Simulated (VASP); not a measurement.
# Li (Fm-3m) in VASP: single point with PBEsol

Aim: the single point of Li with PBEsol.

Program: VASP 6.6.1. These are calculated values, not measurements. Logs are shortened: lines on timing, memory, paths and dates and some standing lists are left out, and cuts for length are marked.

### Step 1. The cell of the first run

The structure is cubic, space group Fm-3m (No. 225). The conventional cell has a = 5.709 Å, b = 5.709 Å, c = 5.709 Å, α = 90.00°, β = 90.00°, γ = 90.00°. Li (site symmetry m-3m) has 12 Li at 4.04 Å within 5.3 Å.

This isn't the form of Li at room conditions, which is bcc.

### Step 2. Single point, PBEsol

INCAR

```
  PREC = Accurate
  ENCUT = 750
  EDIFF = 1E-6
  ISMEAR = -1
  SIGMA = 0.05
  LREAL = False
  LASPH = True
  NELM = 120
  ALGO = Normal
  ISIF = 2
  LWAVE = False
  LCHARG = False
  GGA = PS
  NBANDS = 8
  GGA_COMPAT = False
```

KPOINTS

```
Automatic mesh
0
Gamma
  7 7 7
```

POSCAR

```
Li
1.0
    0.0000000000      2.8542800000      2.8542800000
    2.8542800000      0.0000000000      2.8542800000
    2.8542800000      2.8542800000      0.0000000000
Li
1
Direct
    0.0000000000      0.0000000000      0.0000000000
```

Potentials or basis: VASP PAW PBE potentials, release 64 (Li_sv).

Command:

```bash
$ cat potpaw_PBE.64/Li_sv/POTCAR > POTCAR
$ mpirun -np 1 vasp_std > vasp.out
```

OUTCAR:

```text
PREC = Accurate
   ENCUT = 750
   EDIFF = 1E-6
   ISMEAR = -1
   LREAL = False
   LASPH = True
   NELM = 120
   ISIF = 2
   GGA = PS

 ion  position               nearest neighbor table
   1  0.000  0.000  0.000-

  LATTYP: Found a face centered cubic cell.
 ALAT       =     5.7085600000

  Lattice vectors:

 A1 = (   0.0000000000,   2.8542800000,   2.8542800000)
 A2 = (   2.8542800000,   0.0000000000,   2.8542800000)
 A3 = (   2.8542800000,   2.8542800000,   0.0000000000)

Analysis of symmetry for initial positions (statically):
=====================================================================
 Subroutine PRICEL returns:
 Original cell was already a primitive cell.

 Routine SETGRP: Setting up the symmetry group for a
 face centered cubic supercell.

 Subroutine GETGRP returns: Found 48 space group operations
 (whereof 48 operations were pure point group operations)
 out of a pool of 48 trial point group operations.

The static configuration has the point symmetry O_h .

Analysis of symmetry for dynamics (positions and initial velocities):
=====================================================================
 Subroutine PRICEL returns:
 Original cell was already a primitive cell.

 Routine SETGRP: Setting up the symmetry group for a
 face centered cubic supercell.

 Subroutine GETGRP returns: Found 48 space group operations
 (whereof 48 operations were pure point group operations)
 out of a pool of 48 trial point group operations.

The dynamic configuration has the point symmetry O_h .

 Subroutine INISYM returns: Found 48 space group operations
 (whereof 48 operations are pure point group operations),
 and found     1 'primitive' translations

----------------------------------------------------------------------------------------

                                     Primitive cell

  volume of cell :      46.5071

  direct lattice vectors                    reciprocal lattice vectors
     0.000000000  2.854280000  2.854280000    -0.175175526  0.175175526  0.175175526
     2.854280000  0.000000000  2.854280000     0.175175526 -0.175175526  0.175175526
     2.854280000  2.854280000  0.000000000     0.175175526  0.175175526 -0.175175526

  length of vectors
     4.036561487  4.036561487  4.036561487     0.303412911  0.303412911  0.303412911

  position of ions in fractional coordinates (direct lattice)
     0.000000000  0.000000000  0.000000000

  ion indices of the primitive-cell ions
   primitive index   ion index
                 1           1

----------------------------------------------------------------------------------------

 KPOINTS: Automatic mesh

Automatic generation of k-mesh.
 Grid dimensions read from file:
 generate k-points for:    7    7    7

 Generating k-lattice:

  Cartesian coordinates                     Fractional coordinates (reciprocal lattice)
    -0.025025075  0.025025075  0.025025075     0.142857143  0.000000000  0.000000000
     0.025025075 -0.025025075  0.025025075     0.000000000  0.142857143  0.000000000
     0.025025075  0.025025075 -0.025025075     0.000000000  0.000000000  0.142857143

  Length of vectors
     0.043344702  0.043344702  0.043344702

  Shift w.r.t. Gamma in fractional coordinates (k-lattice)
     0.000000000  0.000000000  0.000000000

 Subroutine IBZKPT returns following result:
 ===========================================

 Found     20 irreducible k-points:

 Following reciprocal coordinates:
            Coordinates               Weight
  0.000000  0.000000  0.000000      1.000000
  0.142857  0.000000  0.000000      8.000000
  0.285714  0.000000  0.000000      8.000000
  0.428571  0.000000  0.000000      8.000000
  0.142857  0.142857  0.000000      6.000000
  0.285714  0.142857  0.000000     24.000000
[... 12 lines left out ...]
 -0.428571  0.428571  0.142857     24.000000
 -0.285714  0.428571  0.142857     24.000000
   k-points           NKPTS =     20   k-points in BZ     NKDIM =     20   number of bands    NBANDS=      8
   number of dos      NEDOS =    301   number of ions     NIONS =      1
   total plane-waves  NPLWV =  46656
   dimension x,y,z NGX =    36 NGY =   36 NGZ =   36
   dimension x,y,z NGXF=    72 NGYF=   72 NGZF=   72
   ions per type =               1
   NGX,Y,Z   is equivalent  to a cutoff of  14.83, 14.83, 14.83 a.u.
   NGXF,Y,Z  is equivalent  to a cutoff of  29.65, 29.65, 29.65 a.u.
 SYSTEM =  unknown system
   PREC   = accura    normal or accurate (medium, high low for compatibility)
   ISTART =      0    job   : 0-new  1-cont  2-samecut
   ICHARG =      2    charge: 1-file 2-atom 10-const
   ISPIN  =      1    spin polarized calculation?
   LNONCOLLINEAR =      F non collinear calculations
   LSORBIT =      F    spin-orbit coupling
   LASPH  =      T    aspherical Exc in radial PAW
   ENCUT  =  750.0 eV  55.12 Ry    7.42 a.u.   9.01  9.01  9.01*2*pi/ulx,y,z
   NELM   =    120;   NELMIN=  2; NELMDL= -5     # of ELM steps
   EDIFF  = 0.1E-05   stopping-criterion for ELM
   LREAL  =      F    real-space projection
   EDIFFG = 0.1E-04   stopping-criterion for IOM
   NSW    =      0    number of steps for IOM
   IBRION =     -1    ionic relax: 0-MD 1-quasi-New 2-CG
   NFREE  =      0    steps in history (QN), initial steepest desc. (CG)
   ISIF   =      2    stress and relaxation
   ISYM   =      2    0-nonsym 1-usesym 2-fastsym
   POTIM  = 0.5000    time-step for ionic-motion
   TEBEG  =    0.0;   TEEND  =   0.0 temperature during run
   PSTRESS=    0.0 pullay stress
   NELECT =       3.0000    total number of electrons
   NUPDOWN=      -1.0000    fix difference up-down
   EMIN   =  10.00;   EMAX   =-10.00  energy-range for DOS
   EFERMI =   0.00;   METHOD = LEGACY
   ISMEAR =    -1;   SIGMA  =   0.05  broadening in eV -4-tet -1-fermi 0-gaus
   EFERMI_NEDOS =   21; number of points for ismear=-14 and -15
   IALGO  =     38    algorithm
   IMIX   =      4    mixing-type and parameters
     AMIX     =   0.40;   BMIX     =  1.00
     AMIX_MAG =   1.60;   BMIX_MAG =  1.00
  volume/ion in A,a.u.               =      46.51       313.85
  Fermi-wavevector in a.u.,A,eV,Ry     =   0.656561  1.240721  5.865102  0.431073
  Thomas-Fermi vector in A             =   1.727792
   LORBIT       =      0    0 simple, 1 ext, 2 COOP (PROOUT), +10 PAW based schemes
   GGA     = PS    functional components
   LHFCALC =     F    Hartree Fock is set to
   AEXX    =    0.0000 exact exchange contribution
   IVDW    =     0    specifies the selected vdW correction
   LEPSILON=     F    determine dielectric tensor
   LRPA    =     F    only Hartree local field effects (RPA)
 non-spin polarized calculation
  energy-cutoff  :      750.00
  volume of cell :       46.51
 maximum number of plane-waves:      2186
   NGX = 17   NGY = 17   NGZ = 17

 number of electron       3.0000000 magnetization

 Free energy of the ion-electron system (eV)
  ---------------------------------------------------
  ext. energy  EPLUGINS =         0.00000000
  ---------------------------------------------------
  free energy    TOTEN  =        -1.56367524 eV

  energy without entropy =       -1.56143688  energy(sigma->0) =       -1.56255606

 E-fermi :  -0.8904     XC(G=0):  -5.2840

 val. band max:       -1.2329649711   @ k =   0.4286   0.2857   0.0000
 cond. band min:      -0.8183850144   @ k =  -0.2857   0.2857   0.0000
 fundamental gap:      0.4145799567
 Fermi energy:        -0.8904089404

 k-point     1 :       0.0000    0.0000    0.0000
  band No.  band energies     occupation
      1     -48.4583      2.00000
      2      -3.4375      2.00000
      3       6.9348      0.00000
      4       6.9348      0.00000
      5       6.9348      0.00000
      6       9.7565      0.00000
      7       9.7565      0.00000
      8       9.7565      0.00000

 k-point     2 :       0.1429    0.0000    0.0000
  band No.  band energies     occupation
      1     -48.4582      2.00000
      2      -3.1907      2.00000
      3       5.3425      0.00000
      4       6.6371      0.00000
      5       6.6371      0.00000
      6       9.1361      0.00000
      7      10.2725      0.00000
      8      10.2725      0.00000

 k-point     3 :       0.2857    0.0000    0.0000
  band No.  band energies     occupation
      1     -48.4581      2.00000
      2      -2.4523      2.00000
      3       2.8311      0.00000
      4       6.2344      0.00000
      5       6.2344      0.00000
      6       9.3143      0.00000
      7       9.7184      0.00000
      8       9.7184      0.00000

 k-point     4 :       0.4286    0.0000    0.0000
  band No.  band energies     occupation
      1     -48.4579      2.00000
      2      -1.2609      1.99879
      3       0.6750      0.00000
      4       6.0432      0.00000
      5       6.0432      0.00000
      6       8.9661      0.00000
      7       8.9661      0.00000
      8       9.3502      0.00000

 k-point     5 :       0.1429    0.1429    0.0000
  band No.  band energies     occupation
      1     -48.4582      2.00000
      2      -3.1084      2.00000
      3       5.8642      0.00000
      4       5.8642      0.00000
      5       6.6109      0.00000
      6       7.8002      0.00000
      7       9.3871      0.00000
      8      11.2705      0.00000
[... 133 lines left out ...]
 k-point    18 :      -0.4286    0.2857    0.1429
  band No.  band energies     occupation
      1     -48.4578      2.00000
      2      -0.5929      0.00520
      3       1.2209      0.00000
      4       3.5994      0.00000
      5       4.1516      0.00000
      6       7.9526      0.00000
      7       9.7808      0.00000
      8      11.1344      0.00000

 k-point    19 :      -0.4286    0.4286    0.1429
  band No.  band energies     occupation
      1     -48.4578      2.00000
      2      -0.2168      0.00000
      3       2.3612      0.00000
      4       2.3915      0.00000
      5       3.2210      0.00000
      6       7.7959      0.00000
      7       7.7979      0.00000
      8      12.4760      0.00000

 k-point    20 :      -0.2857    0.4286    0.1429
  band No.  band energies     occupation
      1     -48.4578      2.00000
      2       0.7523      0.00000
      3       0.9643      0.00000
      4       2.1210      0.00000
      5       3.3413      0.00000
      6       8.0037      0.00000
      7      10.0799      0.00000
      8      11.3061      0.00000

------------------------ aborting loop because EDIFF is reached ----------------------------------------

  FORCE on cell =-STRESS in cart. coord.  units (eV):
  Direction    XX          YY          ZZ          XY          YZ          ZX
  --------------------------------------------------------------------------------------
  -------------------------------------------------------------------------------------
  Total       -0.8429698     -0.8429698     -0.8429698      0.0000000      0.0000000     -0.0000000
  in kB      -29.0404204    -29.0404204    -29.0404204      0.0000000      0.0000000     -0.0000000
  external PRESSURE =     -29.0404204 kB  Pullay stress =       0.0000000 kB

 VOLUME and BASIS-vectors are now :
 -----------------------------------------------------------------------------
  energy-cutoff  :      750.00
  volume of cell :       46.51
      direct lattice vectors                 reciprocal lattice vectors
     0.000000000  2.854280000  2.854280000    -0.175175526  0.175175526  0.175175526
     2.854280000  0.000000000  2.854280000     0.175175526 -0.175175526  0.175175526
     2.854280000  2.854280000  0.000000000     0.175175526  0.175175526 -0.175175526

 POSITION                                       TOTAL-FORCE (eV/Angst)
 -----------------------------------------------------------------------------------
      0.00000      0.00000      0.00000         0.000000      0.000000     -0.000000
 -----------------------------------------------------------------------------------
    total drift:                               -0.000000     -0.000000      0.000000

  FREE ENERGIE OF THE ION-ELECTRON SYSTEM (eV)
  ---------------------------------------------------
  free  energy   TOTEN  =        -1.5636752407 eV

  energy  without entropy=       -1.5614368785  energy(sigma->0) =       -1.56255606
```

It took 8.9 s on 1 thread of Intel Xeon 6975P-C (Granite Rapids), shared host; peak memory 0.18 GiB.

What came out:

```
Free energy            : -1.5637 eV
Pressure               : -2.9 GPa
Band gap on the k mesh : zero (an odd number of electrons rules out a gap without spin polarisation)
```

Caveat: the PAW data sets were made with another functional, which shifts forces and pressure a little.
